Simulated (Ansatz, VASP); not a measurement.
One calculation of Si2Sn3, two programs

```
Si Sn
1.0
     3.03910    0.00000    0.00000
    -1.51955    2.63194    0.00000
     0.00000    0.00000   28.65620
Si Sn
4 6
Direct
  0.33333 0.66667 0.90000
  0.33333 0.66667 0.10000
  0.33333 0.66667 0.50000
  0.66667 0.33333 0.00000
  0.33333 0.66667 0.70000
  0.33333 0.66667 0.30000
  0.66667 0.33333 0.80000
  0.66667 0.33333 0.20000
  0.66667 0.33333 0.40000
  0.66667 0.33333 0.60000
```

Alike in both runs: task single point; functional PBE; k mesh 6 × 6 × 1; occupations gaussian, width 0.1 eV; no spin polarisation.

|  | VASP | Ansatz |
| --- | --- | --- |
| version | VASP 6.6.1 | Ansatz 0.2.0 |
| potentials or method | VASP PAW PBE potentials, release 64 (Si, Sn_d), cutoff 520 eV | scalar-relativistic, plane waves, PAW |
| valence electrons in the cell | 100 | 100 |

```tsv
	VASP	Ansatz	Ansatz less VASP
gap on the k mesh at the Fermi level (eV)	none	none	-
pressure (GPa)	3.6	3.6	+0.04
traceless stress, the component that is largest in VASP (GPa)	-0.76	-0.76	+0.001
rms of the force components (eV/Å)	0.279	0.279	-0.0003
```

Atom by atom the forces differ by 0.000 eV/Å (rms over components). A gap of «none» marks a metal or a gap that the smearing closes.

The k mesh is coarse, so the values compare programs but aren't converged.
